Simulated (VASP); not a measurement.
Crystal: Ag.

```
CELL_PARAMETERS angstrom
2.93000 0.00000 0.00000
-1.46500 2.53745 0.00000
0.00000 0.00000 4.79000
ATOMIC_POSITIONS crystal
Ag 0.33333 0.66667 0.25000
Ag 0.66667 0.33333 0.75000
```

This isn't the form of Ag at room conditions, which is fcc.

```yaml
Program: VASP 6.6.1
Task: relaxation of cell and atoms
Functional: PBE
Dispersion: D3(BJ)
Potentials_or_basis: VASP PAW PBE potentials, release 64 (Ag)
Cutoff: 600 eV
k_mesh: 18 × 18 × 10
Occupations: gaussian, width 0.1 eV
Spin: no spin polarisation
```

At the start: pressure -4.8 GPa; volume 17.81 Å³/atom.

**Question.** How do energy, volume and symmetry change on relaxing?

**Answer.** Over 9 steps the energy falls by 14.6 meV/atom and the volume is 16.91 Å³/atom (-5.0 %); space group P6_3/mmc (No. 194, to 0.1 Å) before and after.

The path:
```tsv
step	energy change (eV)	largest force (eV/Å)	pressure (GPa)	volume (Å³)
1	0.0000	0.0000	-4.78	35.61
2	-0.0209	0.0000	2.90	32.94
3	-0.0292	0.0000	0.16	33.80
4	-0.0292	0.0000	-0.12	33.86
5	-0.0292	0.0000	-0.12	33.86
6	-0.0292	0.0000	-0.11	33.86
7	-0.0292	0.0000	-0.08	33.85
8	-0.0292	0.0000	-0.01	33.83
9	-0.0292	0.0000	-0.02	33.83
```

Final structure:
```yaml
crystal:
  lattice:
    - [2.87909, 0.00000, 0.00000]
    - [-1.43954, 2.49336, 0.00000]
    - [0.00000, 0.00000, 4.71235]
  atoms:
    - { symbol: Ag, position: [0.33333, 0.66667, 0.25000] }
    - { symbol: Ag, position: [0.66667, 0.33333, 0.75000] }
```
